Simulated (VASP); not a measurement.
Write the native input for VASP 6.6.1 that does the following.

| Item | Value |
| --- | --- |
| Task | single point |
| Functional | PBEsol |
| Potentials or basis | VASP PAW PBE potentials, release 64 (Al, N) |
| Cutoff | 520 eV |
| k mesh | 8 × 8 × 6 |
| Occupations | gaussian, width 0.01 eV |
| Spin | no spin polarisation |
| Dipole correction | no |
| Further INCAR settings | ALGO = Normal; EDIFF = 1e-06; NBANDS = 16 |

The structure of AlN lies in POSCAR:

```
AlN
1.0
    3.1449678228      0.0000000000      0.0000000000
   -1.5724839114      2.7236220287      0.0000000000
    0.0000000000      0.0000000000      4.9527213833
Al N
2 2
Direct
    0.3333333333      0.6666666667     -0.0024913082
    0.6666666667      0.3333333333      0.4975086918
    0.3333333333      0.6666666667      0.3824913082
    0.6666666667      0.3333333333      0.8824913082
```

This cell differs from its parent crystal: in-plane strain +0.01, then relaxed in part.

The input as run:

INCAR

```
SYSTEM = AlN
PREC     = Accurate       ! precision mode
ENCUT    = 520            ! plane-wave cutoff, eV
EDIFF    = 1E-6           ! SCF threshold, eV
ISMEAR   = 0              ! smearing method
SIGMA    = 0.01           ! smearing width, eV
LREAL    = .FALSE.        ! projectors in reciprocal space
LASPH    = .TRUE.         ! aspherical terms in the spheres
NELM     = 100            ! most SCF steps
ALGO     = Normal         ! electronic algorithm
ISIF     = 2              ! what is computed and relaxed
LWAVE    = .FALSE.        ! write WAVECAR
LCHARG   = .FALSE.        ! write CHGCAR
GGA      = PS             ! functional
NBANDS   = 16             ! bands
```

KPOINTS

```
Automatic mesh
0
G
  8 8 6
  0 0 0
```

Potentials or basis: VASP PAW PBE potentials, release 64 (Al, N).

Launch:

```sh
$ cat potpaw_PBE.64/Al/POTCAR potpaw_PBE.64/N/POTCAR > POTCAR
$ mpirun -np 1 vasp_std > vasp.out
```

It gave:

```
Pressure               : -3.0 GPa
Band gap on the k mesh : 3.91 eV, direct
```

Caveat: the cell differs from its parent crystal (in-plane strain +0.01, then relaxed in part); the PAW data sets were made with another functional, which shifts forces and pressure a little.

Wall time 15 s on 1 thread of Intel Xeon 6975P-C, with other jobs on the host, peak memory 0.16 GiB.
